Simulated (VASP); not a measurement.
# Pt (Fm-3m) in VASP: further runs

The runs below take Pt through relaxation of cell and atoms, with PBE.

Program: VASP 6.6.1. These are calculated values, not measurements. Logs are shortened: lines on timing, memory, paths and dates and some standing lists are left out, and cuts for length are marked.

### Step 1. The cell of the first run

The structure is cubic, space group Fm-3m (No. 225). The conventional cell has a = 3.701 Å, b = 3.701 Å, c = 3.701 Å, α = 90.00°, β = 90.00°, γ = 90.00°. Pt (site symmetry m-3m) has 12 Pt at 2.62 Å within 3.5 Å.

### Step 2. Relaxation of cell and atoms, PBE, target pressure 92 GPa, at which the enthalpy is minimised

Input file INCAR:

```
ALGO     = Normal         # electronic algorithm
EDIFF    = 1E-7           # SCF threshold, eV
EDIFFG   = -0.005         # ionic threshold
ENCUT    = 600            # plane-wave cutoff, eV
GGA      = PE             # functional
IBRION   = 2              # ionic algorithm
ISIF     = 3              # what is computed and relaxed
ISMEAR   = -1             # smearing method
LASPH    = T              # aspherical terms in the spheres
LCHARG   = F              # write CHGCAR
LREAL    = F              # projectors in reciprocal space
LWAVE    = F              # write WAVECAR
NELM     = 80             # most SCF steps
NSW      = 60             # ionic steps
PREC     = Accurate       # precision mode
PSTRESS  = 920.0        
SIGMA    = 0.05           # smearing width, eV
```

Input file KPOINTS:

```
k-points
0
Gamma
  18 18 18
```

Input file POSCAR:

```
Pt
1.0
    0.0000000000      1.8504618139      1.8504618139
    1.8504618139      0.0000000000      1.8504618139
    1.8504618139      1.8504618139      0.0000000000
Pt
1
Direct
    0.0000000000      0.0000000000      0.0000000000
```

Potentials or basis: VASP PAW PBE potentials, release 64 (Pt).

Started as:

```bash
$ cat potpaw_PBE.64/Pt/POTCAR > POTCAR
$ mpirun -np 1 vasp_std > vasp.out
```

OUTCAR:

```text
EDIFF = 1E-7
   EDIFFG = -0.005
   ENCUT = 600
   GGA = PE
   IBRION = 2
   ISIF = 3
   ISMEAR = -1
   LASPH = T
   LREAL = F
   NELM = 80
   NSW = 60
   PREC = Accurate
   PSTRESS = 920.0

 ion  position               nearest neighbor table
   1  0.000  0.000  0.000-

  LATTYP: Found a face centered cubic cell.
 ALAT       =     3.7009236278

  Lattice vectors:

 A1 = (   0.0000000000,   1.8504618139,   1.8504618139)
 A2 = (   1.8504618139,   0.0000000000,   1.8504618139)
 A3 = (   1.8504618139,   1.8504618139,   0.0000000000)

Analysis of symmetry for initial positions (statically):
=====================================================================
 Subroutine PRICEL returns:
 Original cell was already a primitive cell.

 Routine SETGRP: Setting up the symmetry group for a
 face centered cubic supercell.

 Subroutine GETGRP returns: Found 48 space group operations
 (whereof 48 operations were pure point group operations)
 out of a pool of 48 trial point group operations.

The static configuration has the point symmetry O_h .

Analysis of symmetry for dynamics (positions and initial velocities):
=====================================================================
 Subroutine PRICEL returns:
 Original cell was already a primitive cell.

 Routine SETGRP: Setting up the symmetry group for a
 face centered cubic supercell.

 Subroutine GETGRP returns: Found 48 space group operations
 (whereof 48 operations were pure point group operations)
 out of a pool of 48 trial point group operations.

The dynamic configuration has the point symmetry O_h .

 Subroutine INISYM returns: Found 48 space group operations
 (whereof 48 operations are pure point group operations),
 and found     1 'primitive' translations

----------------------------------------------------------------------------------------

                                     Primitive cell

  volume of cell :      12.6727

  direct lattice vectors                    reciprocal lattice vectors
     0.000000000  1.850461814  1.850461814    -0.270202820  0.270202820  0.270202820
     1.850461814  0.000000000  1.850461814     0.270202820 -0.270202820  0.270202820
     1.850461814  1.850461814  0.000000000     0.270202820  0.270202820 -0.270202820

  length of vectors
     2.616948194  2.616948194  2.616948194     0.468005012  0.468005012  0.468005012

  position of ions in fractional coordinates (direct lattice)
     0.000000000  0.000000000  0.000000000

  ion indices of the primitive-cell ions
   primitive index   ion index
                 1           1

----------------------------------------------------------------------------------------

 KPOINTS: k-points

Automatic generation of k-mesh.
 Grid dimensions read from file:
 generate k-points for:   18   18   18

 Generating k-lattice:

  Cartesian coordinates                     Fractional coordinates (reciprocal lattice)
    -0.015011268  0.015011268  0.015011268     0.055555556  0.000000000  0.000000000
     0.015011268 -0.015011268  0.015011268     0.000000000  0.055555556  0.000000000
     0.015011268  0.015011268 -0.015011268     0.000000000  0.000000000  0.055555556

  Length of vectors
     0.026000278  0.026000278  0.026000278

  Shift w.r.t. Gamma in fractional coordinates (k-lattice)
     0.000000000  0.000000000  0.000000000

 Subroutine IBZKPT returns following result:
 ===========================================

 Found    195 irreducible k-points:

 Following reciprocal coordinates:
            Coordinates               Weight
  0.000000  0.000000  0.000000      1.000000
  0.055556  0.000000  0.000000      8.000000
  0.111111  0.000000  0.000000      8.000000
  0.166667  0.000000  0.000000      8.000000
  0.222222  0.000000  0.000000      8.000000
  0.277778  0.000000  0.000000      8.000000
[... 16 lines left out ...]
 -0.277778  0.055556  0.000000     24.000000
 -0.222222  0.055556  0.000000     24.000000
 [... further k-points ...]
   k-points           NKPTS =    195   k-points in BZ     NKDIM =    195   number of bands    NBANDS=      9
   number of dos      NEDOS =    301   number of ions     NIONS =      1
   total plane-waves  NPLWV =  13824
   dimension x,y,z NGX =    24 NGY =   24 NGZ =   24
   dimension x,y,z NGXF=    48 NGYF=   48 NGZF=   48
   ions per type =               1
   NGX,Y,Z   is equivalent  to a cutoff of  15.25, 15.25, 15.25 a.u.
   NGXF,Y,Z  is equivalent  to a cutoff of  30.49, 30.49, 30.49 a.u.
 SYSTEM =  unknown system
   PREC   = accura    normal or accurate (medium, high low for compatibility)
   ISTART =      0    job   : 0-new  1-cont  2-samecut
   ICHARG =      2    charge: 1-file 2-atom 10-const
   ISPIN  =      1    spin polarized calculation?
   LNONCOLLINEAR =      F non collinear calculations
   LSORBIT =      F    spin-orbit coupling
   LASPH  =      T    aspherical Exc in radial PAW
   ENCUT  =  600.0 eV  44.10 Ry    6.64 a.u.   5.23  5.23  5.23*2*pi/ulx,y,z
   NELM   =     80;   NELMIN=  2; NELMDL= -5     # of ELM steps
   EDIFF  = 0.1E-06   stopping-criterion for ELM
   LREAL  =      F    real-space projection
   EDIFFG = -.5E-02   stopping-criterion for IOM
   NSW    =     60    number of steps for IOM
   IBRION =      2    ionic relax: 0-MD 1-quasi-New 2-CG
   NFREE  =      1    steps in history (QN), initial steepest desc. (CG)
   ISIF   =      3    stress and relaxation
   ISYM   =      2    0-nonsym 1-usesym 2-fastsym
   POTIM  = 0.5000    time-step for ionic-motion
   TEBEG  =    0.0;   TEEND  =   0.0 temperature during run
   PSTRESS=  920.0 pullay stress
   NELECT =      10.0000    total number of electrons
   NUPDOWN=      -1.0000    fix difference up-down
   EMIN   =  10.00;   EMAX   =-10.00  energy-range for DOS
   EFERMI =   0.00;   METHOD = LEGACY
   ISMEAR =    -1;   SIGMA  =   0.05  broadening in eV -4-tet -1-fermi 0-gaus
   EFERMI_NEDOS =   21; number of points for ismear=-14 and -15
   IALGO  =     38    algorithm
   IMIX   =      4    mixing-type and parameters
     AMIX     =   0.40;   BMIX     =  1.00
     AMIX_MAG =   1.60;   BMIX_MAG =  1.00
  volume/ion in A,a.u.               =      12.67        85.52
  Fermi-wavevector in a.u.,A,eV,Ry     =   1.512811  2.858798 31.138259  2.288597
  Thomas-Fermi vector in A             =   2.622686
   LORBIT       =      0    0 simple, 1 ext, 2 COOP (PROOUT), +10 PAW based schemes
   GGA     = PE    functional components
   LHFCALC =     F    Hartree Fock is set to
   AEXX    =    0.0000 exact exchange contribution
   IVDW    =     0    specifies the selected vdW correction
   LEPSILON=     F    determine dielectric tensor
   LRPA    =     F    only Hartree local field effects (RPA)
 conjugate gradient relaxation of ions
 non-spin polarized calculation
  energy-cutoff  :      600.00
  volume of cell :       12.67
 maximum number of plane-waves:       444
 NGX is ok and might be reduce to    24
   NGX = 11   NGY = 11   NGZ = 11

--------------------------------------- Ionic step        1  -------------------------------------------

 number of electron      10.0000001 magnetization

 Free energy of the ion-electron system (eV)
  ---------------------------------------------------
  ext. energy  EPLUGINS =         0.00000000
  ---------------------------------------------------
  free energy    TOTEN  =        -5.42707488 eV

  energy without entropy =       -5.41464817  energy(sigma->0) =       -5.42086153

------------------------ aborting loop because EDIFF is reached ----------------------------------------

  FORCE on cell =-STRESS in cart. coord.  units (eV):
  Direction    XX          YY          ZZ          XY          YZ          ZX
  --------------------------------------------------------------------------------------
  -------------------------------------------------------------------------------------
  Total        7.2397603      7.2397603      7.2397603      0.0000000      0.0000000     -0.0000000
  in kB      915.3019625    915.3019625    915.3019625      0.0000000      0.0000000     -0.0000000
  external PRESSURE =      -4.6980375 kB  Pullay stress =     920.0000000 kB
[... 59 lines left out ...]
  enthalpy is  TOTEN    =         1.8504179819 eV   P V=        7.2378545012

--------------------------------------- Ionic step        3  -------------------------------------------

 number of electron      10.0000001 magnetization

 Free energy of the ion-electron system (eV)
  ---------------------------------------------------
  ext. energy  EPLUGINS =         0.00000000
  ---------------------------------------------------
  free energy    TOTEN  =        -5.42189036 eV

  energy without entropy =       -5.40947906  energy(sigma->0) =       -5.41568471

 E-fermi :  14.9897     XC(G=0): -14.5600

 val. band max:       14.9887778609   @ k =  -0.3889   0.3889   0.1667
 cond. band min:      14.9963081473   @ k =  -0.3333   0.3889   0.1111
 fundamental gap:      0.0075302865
 Fermi energy:        14.9896826020

 k-point     1 :       0.0000    0.0000    0.0000
  band No.  band energies     occupation
      1       2.6340      2.00000
      2       9.9514      2.00000
      3       9.9514      2.00000
      4       9.9514      2.00000
      5      12.8192      2.00000
      6      12.8192      2.00000
      7      28.8964      0.00000
      8      34.8910      0.00000
      9      34.8910      0.00000
[... 265 lines left out ...]
 k-point    24 :      -0.2222    0.0556    0.0000
  band No.  band energies     occupation
      1       4.9805      2.00000
      2       9.3129      2.00000
      3      10.4453      2.00000
      4      10.5327      2.00000
      5      12.5073      2.00000
      6      13.4360      2.00000
      7      29.2552      0.00000
      8      32.0258      0.00000
      9      37.6965      0.00000

 [... further k-points ...]
[... 5 lines left out ...]
  --------------------------------------------------------------------------------------
  -------------------------------------------------------------------------------------
  Total        7.2743044      7.2743044      7.2743044     -0.0000000      0.0000000      0.0000000
  in kB      920.3267725    920.3267725    920.3267725     -0.0000000      0.0000000      0.0000000
  external PRESSURE =       0.3267725 kB  Pullay stress =     920.0000000 kB
[... 16 lines left out ...]
  FREE ENERGIE OF THE ION-ELECTRON SYSTEM (eV)
  ---------------------------------------------------
  free  energy   TOTEN  =        -5.4218903633 eV

  energy  without entropy=       -5.4094790572  energy(sigma->0) =       -5.41568471

  enthalpy is  TOTEN    =         1.8498312459 eV   P V=        7.2717216093

 reached required accuracy - stopping structural energy minimisation
```

It took 17 s on 1 thread of Intel Xeon 6975P-C (Granite Rapids), shared host; peak memory 0.17 GiB.

Results:

```
Free energy                                            : -5.4219 eV
Relaxed volume                                         : 12.66 Å³/atom
Relaxed cell                                           : a = 2.616 Å, b = 2.616 Å, c = 2.616 Å, α = 60.00°, β = 60.00°, γ = 60.00°
Space group after relaxing (to 0.05 Å)                 : Fm-3m (No. 225)
Energy change on relaxing (the enthalpy is what falls) : +5.2 meV/atom
Ionic steps                                            : 3
Pressure after relaxing                                : 92.0 GPa
Band gap on the k mesh                                 : zero (band 5 reaches 15.69 eV, above the bottom of band 6 at 12.65 eV)
```

Step by step:
```tsv
step	energy change (eV)	largest force (eV/Å)	pressure (GPa)	volume (Å³)
1	0.0000	0.0000	91.53	12.67
2	0.0396	0.0000	95.24	12.60
3	0.0052	0.0000	92.03	12.66
```

Final structure:
```
CELL_PARAMETERS angstrom
0.00000 1.85002 1.85002
1.85002 0.00000 1.85002
1.85002 1.85002 0.00000
ATOMIC_POSITIONS crystal
Pt 0.00000 0.00000 0.00000
```

Caveat: the cell is relaxed towards a set pressure, so the enthalpy falls and the energy may rise; spin-orbit coupling is left out, which moves the levels of the heavy elements.

### Step 3. Relaxation of cell and atoms, PBE, target pressure 92 GPa, at which the enthalpy is minimised

Input file INCAR:

```
ALGO = Normal ; EDIFF = 1E-6
EDIFFG = -0.005 ; ENCUT = 600
GGA = PE ; IBRION = 2
ISIF = 3 ; ISMEAR = -1
LASPH = True ; LCHARG = False
LREAL = False ; LWAVE = False
NELM = 100 ; NSW = 32
PREC = Accurate ; PSTRESS = 920.0
SIGMA = 0.05
```

KPOINTS is that of step 2.

Input file POSCAR:

```
Pt
1.0
    0.0000000000      1.8503595094      1.8503595094
    1.8503595094      0.0000000000      1.8503595094
    1.8503595094      1.8503595094      0.0000000000
Pt
1
Direct
    0.0000000000      0.0000000000      0.0000000000
```

Potentials or basis: VASP PAW PBE potentials, release 64 (Pt).

Started as:

```bash
$ cat potpaw_PBE.64/Pt/POTCAR > POTCAR
$ mpirun -np 1 vasp_std > vasp.out
```

Wall time 16 s (1 thread of Intel Xeon 6975P-C (Granite Rapids), shared host); peak memory 0.17 GiB.

Results (log left out):

* Free energy: -5.4219 eV
* Relaxed volume: 12.66 Å³/atom
* Relaxed cell: a = 2.616 Å, b = 2.616 Å, c = 2.616 Å, α = 60.00°, β = 60.00°, γ = 60.00°
* Space group after relaxing (to 0.05 Å): Fm-3m (No. 225)
* Energy change on relaxing (the enthalpy is what falls): +4.0 meV/atom
* Ionic steps: 3
* Pressure after relaxing: 92.0 GPa
* Band gap on the k mesh: zero (band 5 reaches 15.69 eV, above the bottom of band 6 at 12.65 eV)

Step by step:
```
step  energy change (eV)  largest force (eV/Å)  pressure (GPa)  volume (Å³)
   1              0.0000                0.0000           91.64        12.67
   2              0.0300                0.0000           94.44        12.62
   3              0.0040                0.0000           92.03        12.66
```

Final structure:
```
CELL_PARAMETERS angstrom
0.00000 1.85002 1.85002
1.85002 0.00000 1.85002
1.85002 1.85002 0.00000
ATOMIC_POSITIONS crystal
Pt 0.00000 0.00000 0.00000
```

Levels at points of the mesh, in eV from the Fermi level:
| k point | band 2 | band 3 | band 4 | band 5 | band 6 | band 7 | band 8 | band 9 |
| --- | --- | --- | --- | --- | --- | --- | --- | --- |
| (0.00, 0.00, 0.00) | -5.04 | -5.04 | -5.04 | -2.17 | -2.17 | 13.91 | 19.90 | 19.90 |
| (0.50, 0.00, 0.00) | -5.15 | -5.15 | -1.21 | 0.08 | 0.08 | 7.35 | 13.55 | 20.06 |
| (0.50, 0.50, 0.00) | -8.72 | 0.04 | 0.70 | 0.70 | 1.46 | 11.00 | 11.91 | 11.91 |

Caveat: the cell is relaxed towards a set pressure, so the enthalpy falls and the energy may rise; spin-orbit coupling is left out, which moves the levels of the heavy elements.

### Step 4. Relaxation of cell and atoms, PBE

This run uses another cell than the first one, of 15.66 Å³/atom, 1.236 times its volume.

Input file INCAR:

```
SYSTEM = Pt
PREC = Accurate ; ENCUT = 600
EDIFF = 1E-6 ; ISMEAR = -1
SIGMA = 0.05 ; LREAL = .FALSE.
LASPH = .TRUE. ; NELM = 60
ALGO = Normal ; ISIF = 3
LWAVE = .FALSE. ; LCHARG = .FALSE.
GGA = PE ; IBRION = 2
NSW = 60 ; EDIFFG = -0.005
```

Input file KPOINTS:

```
Automatic mesh
0
G
  17 17 17
  0 0 0
```

Input file POSCAR:

```
Pt
1.0
    0.0000000000      1.9857740511      1.9857740511
    1.9857740511      0.0000000000      1.9857740511
    1.9857740511      1.9857740511      0.0000000000
Pt
1
Direct
    0.0000000000      0.0000000000      0.0000000000
```

Started as:

```bash
$ cat potpaw_PBE.64/Pt/POTCAR > POTCAR
$ mpirun -np 1 vasp_std > vasp.out
```

Wall time 14 s (1 thread of Intel Xeon 6975P-C (Granite Rapids), shared host); peak memory 0.17 GiB.

It converged, with:

- Free energy: -6.1090 eV
- Relaxed volume: 15.62 Å³/atom
- Relaxed cell: a = 2.806 Å, b = 2.806 Å, c = 2.806 Å, α = 60.00°, β = 60.00°, γ = 60.00°
- Space group after relaxing (to 0.05 Å): Fm-3m (No. 225)
- Energy gained by relaxing: 0.1 meV/atom
- Ionic steps: 3
- Pressure after relaxing: 0.0 GPa
- Band gap on the k mesh: zero (band 5 reaches 11.02 eV, above the bottom of band 6 at 8.97 eV)

Final structure:
```yaml
crystal:
  lattice:
    - [0.00000, 1.98402, 1.98402]
    - [1.98402, 0.00000, 1.98402]
    - [1.98402, 1.98402, 0.00000]
  atoms:
    - { symbol: Pt, position: [0.00000, 0.00000, 0.00000] }
```

Levels at points of the mesh, in eV from the Fermi level:
```csv
k point,band 3,band 4,band 5,band 6,band 7,band 8
"(0.00, 0.00, 0.00)",-3.57,-3.57,-1.54,-1.54,14.74,19.51
```

Caveat: spin-orbit coupling is left out, which moves the levels of the heavy elements.
